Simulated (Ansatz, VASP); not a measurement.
# CdSe in VASP and in Ansatz

```
Cd Se
1.0
     0.00000    3.24571    2.78514
     3.24571    0.00000    2.78514
     3.24571    3.24571    0.00000
Cd Se
1 1
Cartesian
  0.0000 0.0000 0.0000
  1.6229 1.6229 1.3926
```

Change from the starting cell: epitaxial_xy strain +5.8%.

Alike in both runs: task single point; functional r2SCAN; k mesh 8 × 8 × 8; no spin polarisation.

```csv
,VASP,Ansatz
version,VASP 6.6.1,Ansatz 0.2.0
potentials or method,"VASP PAW PBE potentials, release 64 (Cd, Se)","plane waves, PAW"
plane-wave cutoff (eV),520,500
occupations,"gaussian, width 0.01 eV",fixed
valence electrons in the cell,18,36
```

```csv
,VASP,Ansatz,Ansatz less VASP
gap on the k mesh at the Fermi level (eV),0.72,0.73,+0.010
pressure (GPa),-1.2,-1.4,-0.22
"traceless stress, the component that is largest in VASP (GPa)",1.34,1.36,+0.019
```

VASP's potentials were made for PBE, not for r2SCAN. VASP's potentials hold 18 valence electrons a cell and Ansatz's 36, so a difference there can come from the potentials and not from the codes.
